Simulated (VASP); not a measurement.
Set up this calculation in VASP 6.6.1, as the native input.

```
Task                   : relaxation of cell and atoms
Functional             : LDA
Potentials or basis    : VASP PAW LDA potentials, release 64 (Tc_pv)
Cutoff                 : 600 eV
k mesh                 : 9 × 9 × 5
Occupations            : methfessel-paxton, width 0.05 eV
Spin                   : no spin polarisation
Target pressure        : 30 GPa
Dipole correction      : no
Further INCAR settings : ALGO = Normal; EDIFF = 1e-06; IBRION = 2; EDIFFG = -0.03; NSW = 80; ISIF = 3
```

The structure of Tc lies in POSCAR:

```
Tc
1.0
    2.7400000000      0.0000000000      0.0000000000
   -1.3700000000      2.3729096064      0.0000000000
    0.0000000000      0.0000000000      4.3980000000
Tc
2
Direct
    0.3333330000      0.6666670000      0.2500000000
    0.6666670000      0.3333330000      0.7500000000
```

One way to write it, as run:

INCAR

```
SYSTEM = Tc
  PREC = Accurate
  ENCUT = 600
  EDIFF = 1E-6
  ISMEAR = 1
  SIGMA = 0.05
  LREAL = .FALSE.
  LASPH = .TRUE.
  NELM = 100
  ALGO = Normal
  ISIF = 3
  LWAVE = .FALSE.
  LCHARG = .FALSE.
  IBRION = 2
  NSW = 80
  EDIFFG = -0.03
  PSTRESS = 300.0
```

KPOINTS

```
Automatic mesh
0
G
  9 9 5
  0 0 0
```

Potentials or basis: VASP PAW LDA potentials, release 64 (Tc_pv).

The run is started by

```sh
$ cat potpaw_LDA.64/Tc_pv/POTCAR > POTCAR
$ mpirun -np 1 vasp_std > vasp.out
```

It gave:

```yaml
Relaxed_volume: 12.80 Å³/atom
Relaxed_cell: a = 2.640 Å, b = 2.640 Å, c = 4.242 Å, α = 90.00°, β = 90.00°, γ = 120.00°
Space_group_after_relaxing_to_0.05_Å: P6_3/mmc (No. 194)
Energy_change_on_relaxing_the_enthalpy_is_what_falls: +67.5 meV/atom
Ionic_steps: 10
Pressure_after_relaxing: 30.0 GPa
Band_gap_on_the_k_mesh: zero (band 13 reaches 15.76 eV, above the bottom of band 14 at 13.16 eV)
```

Caveat: the cell is relaxed towards a set pressure, so the enthalpy falls and the energy may rise.

It took 37 s on 1 thread of Intel(R) Xeon(R) 6975P-C (Granite Rapids) (shared host), peak memory 0.15 GiB.
